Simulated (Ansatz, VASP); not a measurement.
ZnSe in VASP and in Ansatz

Contents of POSCAR:

```
ZnSe
1.0
    5.6676000000      0.0000000000      0.0000000000
    0.0000000000     -5.6676000000      0.0000000000
    0.0000000000      0.0000000000     -5.6676000000
Zn Se
4 4
Direct
    0.0000000000      0.5000000000      0.5000000000
    0.5000000000      0.0000000000      0.5000000000
    0.5000000000      0.5000000000      0.0000000000
    0.0000000000      0.0000000000      0.0000000000
    0.7500000000      0.7500000000      0.7500000000
    0.2500000000      0.2500000000      0.7500000000
    0.2500000000      0.7500000000      0.2500000000
    0.7500000000      0.2500000000      0.2500000000
```

The input INCAR.step1:

```
SYSTEM = ZnSe
PREC = Accurate ; ENCUT = 520
ISMEAR = 0 ; SIGMA = 0.05
LREAL = .False. ; LASPH = .True.
NELM = 80 ; NBANDS = 46
GGA = PE ; ALGO = Normal
EDIFF = 1E-4 ; LWAVE = .True.
LCHARG = .False.
```

Contents of INCAR.step2:

```
SYSTEM = ZnSe
PREC = Accurate ; ENCUT = 520
EDIFF = 1E-7 ; ISMEAR = 0
SIGMA = 0.05 ; LREAL = .False.
LASPH = .True. ; NELM = 80
ALGO = Normal ; ISIF = 2
LWAVE = .False. ; LCHARG = .True.
METAGGA = R2SCAN ; LMIXTAU = .True.
LELF = .True. ; LVHAR = .True.
NBANDS = 46 ; ISTART = 1
```

The input KPOINTS:

```
Automatic mesh
0
Gamma
  6 6 6
  0 0 0
```

Input for Ansatz:

```yaml
crystal:
  lattice:
    - [5.6676, 0.0, 0.0]
    - [0.0, -5.6676, 0.0]
    - [0.0, 0.0, -5.6676]
  atoms:
    - { symbol: Zn, position: [0.0, 0.5, 0.5] }
    - { symbol: Zn, position: [0.5, 0.0, 0.5] }
    - { symbol: Zn, position: [0.5, 0.5, 0.0] }
    - { symbol: Zn, position: [0.0, 0.0, 0.0] }
    - { symbol: Se, position: [0.75, 0.75, 0.75] }
    - { symbol: Se, position: [0.25, 0.25, 0.75] }
    - { symbol: Se, position: [0.25, 0.75, 0.25] }
    - { symbol: Se, position: [0.75, 0.25, 0.25] }
basis:
  ecutwfc: 500
kpoints:
  mp_grid: { grid: [6, 6, 6] }
hamiltonian:
  xc: r2scan
scf:
  occupations: { method: gaussian, width: 0.05 }
output:
  forces: true
  stress: true
  eigenvalues: true
  write_density: true
  write_potential: true
  elf: true
  volumetric_format: npy
```

Alike in both runs: task single point; functional r2SCAN; k mesh 6 × 6 × 6; occupations gaussian, width 0.05 eV; no spin polarisation.

|  | VASP | Ansatz |
| --- | --- | --- |
| version | VASP 6.6.1 | Ansatz 0.2.0 |
| potentials or method | VASP PAW PBE potentials, release 64 (Zn, Se), cutoff 520 eV | scalar-relativistic, plane waves, PAW |
| valence electrons in the cell | 72 | 112 |

Ansatz gave:

* gap on the k mesh at the Fermi level (eV): 1.86
* least direct gap on the mesh (eV): 1.86
* pressure (GPa): -0.1

Which values does VASP return?

gap on the k mesh at the Fermi level (eV): 1.87; least direct gap on the mesh (eV): 1.87; pressure (GPa): 0.1.

VASP's potentials were made for PBE, not for r2SCAN. With one functional, cell and mesh, what is left measures potentials, basis and numerics. VASP's potentials hold 72 valence electrons a cell and Ansatz's 112, so a difference there can come from the potentials and not from the codes.
